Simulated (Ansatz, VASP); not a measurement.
# Two plane-wave programs on P

The input INCAR:

```
  PREC = Accurate
  ENCUT = 520
  EDIFF = 1E-7
  ISMEAR = 0
  SIGMA = 0.02
  LREAL = F
  LASPH = T
  NELM = 80
  ALGO = Normal
  ISIF = 2
  LWAVE = F
  LCHARG = F
  LDIPOL = T
  IDIPOL = 3
  DIPOL = 0.5 0.5 0.500
  GGA = PE
  IVDW = 12
  NBANDS = 12
```

The input KPOINTS:

```
regular mesh
0
Gamma
  9 9 1
```

POSCAR

```
P
1.0
    3.1360000000      0.0000000000      0.0000000000
   -1.5680000000      2.7158556663      0.0000000000
    0.0000000000      0.0000000000     28.0000000000
P
2
Direct
    0.3333333333      0.6666666667      0.5047678571
    0.6666666667      0.3333333333      0.4952321429
```

Input for Ansatz:

```yaml
crystal:
  lattice:
    - [3.136, 0.0, 0.0]
    - [-1.568, 2.7158556663, 0.0]
    - [0.0, 0.0, 28.0]
  atoms:
    - { symbol: P, position: [0.3333333333, 0.6666666667, 0.5047678571] }
    - { symbol: P, position: [0.6666666667, 0.3333333333, 0.4952321429] }
  periodic: [true, true, false]
basis:
  ecutwfc: 420
kpoints:
  mp_grid: { grid: [9, 9, 1] }
hamiltonian:
  xc: pbe
  dispersion: d3bj
scf:
  occupations: { method: gaussian, width: 0.02 }
output:
  forces: true
  stress: true
  eigenvalues: true
```

Alike in both runs: task single point; functional PBE; dispersion D3(BJ); k mesh 9 × 9 × 1; occupations gaussian, width 0.02 eV; no spin polarisation.

|  | VASP | Ansatz |
| --- | --- | --- |
| version | VASP 6.6.1 | Ansatz 0.2.0 |
| potentials or method | VASP PAW PBE potentials, release 64 (P), cutoff 520 eV | scalar-relativistic, plane waves, PAW |
| valence electrons in the cell | 10 | 10 |

VASP gave:

```
gap on the k mesh at the Fermi level (eV) : none
rms of the force components (eV/Å)        : 2.039
```

Q: Estimate Ansatz's values.

A: gap on the k mesh at the Fermi level (eV): none; rms of the force components (eV/Å): 2.070.

Atom by atom the forces differ by 0.031 eV/Å (rms over components). A gap of «none» marks a metal or a gap that the smearing closes.
